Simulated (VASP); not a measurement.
The system is LiH.

```
Li H
1.0
     2.64625    0.00000    0.00000
     0.00000    2.64625    0.00000
     0.00000    0.00000    2.56647
Li H
1 1
Direct
  0.00000 0.00000 0.00000
  0.50000 0.50000 0.50000
```

This cell differs from its parent crystal: epitaxial xy strain +5.8%.

Base run:

| Quantity | Value |
| --- | --- |
| Program | VASP 6.6.1 |
| Functional | r2SCAN |
| Potentials or basis | VASP PAW PBE potentials, release 64 (Li_sv, H) |
| Cutoff | 520 eV |
| k mesh | 10 × 10 × 10 |
| Occupations | gaussian, width 0.01 eV |
| Spin | no spin polarisation |

Its results: band gap on the k mesh 1.19 eV (least direct gap 4.66 eV).

The run is repeated on the same cell with these changes: functional from r2SCAN to PBE; occupations from gaussian, width 0.01 eV to fermi-dirac, width 0.02 eV. What comes out?

Band gap on the k mesh 0.66 eV (least direct gap 4.00 eV).

Caveats: the structure was generated, so it needn't be the stable form of LiH.

A k mesh can miss the band edges.
